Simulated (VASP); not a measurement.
The system is Rh.

```
Rh
1.0
     2.73098    0.00000    0.00000
    -1.36549    2.36510    0.00000
     0.00000    0.00000    4.42849
Rh
2
Cartesian
  1.3655 0.7884 3.3214
  0.0000 1.5767 1.1071
```

Program: VASP 6.6.1. Alike in all runs: task single point; no spin polarisation; cell as given; k mesh 13 × 13 × 7; cutoff (eV) 520; smearing gaussian 0.05 eV.

Order these runs on this cell by their pressure, lowest first.
A. level LDA; potentials or basis VASP PAW LDA potentials, release 64 (Rh_pv)
B. level PBEsol; potentials or basis VASP PAW PBE potentials, release 64 (Rh_pv)
C. level BLYP; potentials or basis VASP PAW PBE potentials, release 64 (Rh_pv)

A (-18.8 GPa), B (-13.8 GPa), C (9.8 GPa).

Caveats: the PAW data sets were made with another functional, which shifts forces and pressure a little (some runs).
